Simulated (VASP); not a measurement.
Input of a VASP 6.6.1 run:

Contents of INCAR:

```
SYSTEM = W2S
PREC = Accurate
ENCUT = 520
EDIFF = 1E-6
ISMEAR = 0
SIGMA = 0.1
LREAL = .FALSE.
LASPH = .TRUE.
NELM = 100
ALGO = Normal
ISIF = 2
LWAVE = .FALSE.
LCHARG = .FALSE.
GGA = PE
NBANDS = 24
```

KPOINTS

```
Automatic mesh
0
G
  6 6 4
  0 0 0
```

Contents of POSCAR:

```
W2S
1.0
    3.7614517260      0.0000000000      0.0000000000
   -1.8807258630      3.2575127498      0.0000000000
    0.0000000000      0.0000000000      4.0613681427
W S
2 1
Direct
    0.3333333333      0.6666666667      0.5000000000
    0.6666666667      0.3333333333      0.5000000000
    0.0000000000      0.0000000000      0.0000000000
```

Potentials or basis: VASP PAW PBE potentials, release 64 (W_sv, S).

Run with:

```bash
$ cat potpaw_PBE.64/W_sv/POTCAR potpaw_PBE.64/S/POTCAR > POTCAR
$ mpirun -np 1 vasp_std > vasp.out
```

**Question.** What does it give for the band gap on the k mesh?

**Answer.** Zero (band 17 reaches 10.66 eV, above the bottom of band 18 at 8.90 eV).

**Question.** What does it give for the pressure?

**Answer.** 51.1 GPa.

Stress tensor (GPa, compression positive):
```
75.86  0.00  0.00
 0.00 75.86  0.00
 0.00  0.00  1.55
```

Caveat: the k points lie up to 0.39 Å⁻¹ apart; spin-orbit coupling is left out, which moves the levels of the heavy elements.
